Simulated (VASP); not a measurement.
Wanted: the native input for a VASP 6.6.1 run.

- Task: single point
- Functional: LDA
- Potentials or basis: VASP PAW LDA potentials, release 64 (Pt)
- Cutoff: 520 eV
- k mesh: 22 × 22 × 22
- Occupations: gaussian, width 0.15 eV
- Spin: no spin polarisation
- Dipole correction: no
- Further INCAR settings: ALGO = Fast; EDIFF = 1e-07; NBANDS = 11

The structure of Pt lies in POSCAR:

```
Pt
1.0
    0.0000000000      1.8490859051      2.1578832513
    1.8490859051      0.0000000000      2.1578832513
    1.8490859051      1.8490859051      0.0000000000
Pt
1
Direct
    0.0000000000      0.0000000000      0.0000000000
```

These files were run (other wordings do the same):

INCAR

```
PREC     = Accurate       # precision mode
ENCUT    = 520            # plane-wave cutoff, eV
EDIFF    = 1E-7           # SCF threshold, eV
ISMEAR   = 0              # smearing method
SIGMA    = 0.15           # smearing width, eV
LREAL    = F              # projectors in reciprocal space
LASPH    = T              # aspherical terms in the spheres
NELM     = 100            # most SCF steps
ALGO     = Fast           # electronic algorithm
ISIF     = 2              # what is computed and relaxed
LWAVE    = F              # write WAVECAR
LCHARG   = F              # write CHGCAR
GGA      = CA             # functional
NBANDS   = 11             # bands
```

KPOINTS

```
regular mesh
0
Gamma
  22 22 22
```

Potentials or basis: VASP PAW LDA potentials, release 64 (Pt).

The run is started by

```sh
$ cat potpaw_LDA.64/Pt/POTCAR > POTCAR
$ mpirun -np 1 vasp_std > vasp.out
```

It gave:

```json
{
  "Pressure": "4.8 GPa",
  "Band gap on the k mesh": "zero (bands 5 and 6 overlap by 3.13 eV)"
}
```

Caveat: the stress differs along the axes, from -12 to 13 GPa; spin-orbit coupling is left out, which moves the levels of the heavy elements.

It took 2.6 min on 1 thread of Intel Xeon 8259CL, with other jobs on the host, peak memory 0.25 GiB.
